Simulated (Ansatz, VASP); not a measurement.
One calculation of Hf, two programs

```xyz
1
Lattice="-1.7727 1.7727 1.7727 1.7727 -1.7727 1.7727 1.7727 1.7727 -1.7727" Properties=species:S:1:pos:R:3 pbc="T T T"
Hf    0.0000    0.0000    0.0000
```

Alike in both runs: functional PBE; k mesh 16 × 16 × 16; occupations gaussian, width 0.1 eV; no spin polarisation.

Ansatz relaxed the structure, and its values are those at the end. VASP's run is a single point on that final structure, the one shown.

|  | VASP | Ansatz |
| --- | --- | --- |
| version | VASP 6.6.1 | Ansatz 0.2.0 |
| potentials or method | VASP PAW PBE potentials, release 64 (Hf_pv), cutoff 520 eV | scalar-relativistic, plane waves, PAW |
| valence electrons in the cell | 10 | 26 |

VASP gave:

- gap on the k mesh at the Fermi level (eV): none
- pressure (GPa): -0.4

Q: Estimate Ansatz's values.

A: gap on the k mesh at the Fermi level (eV): none; pressure (GPa): -0.1.

A gap of «none» marks a metal or a gap that the smearing closes. The functional is the same, so the differences come from potentials, cutoffs and numerics. VASP's potentials hold 10 valence electrons a cell and Ansatz's 26, so a difference there can come from the potentials and not from the codes.

Spin-orbit coupling is off throughout.
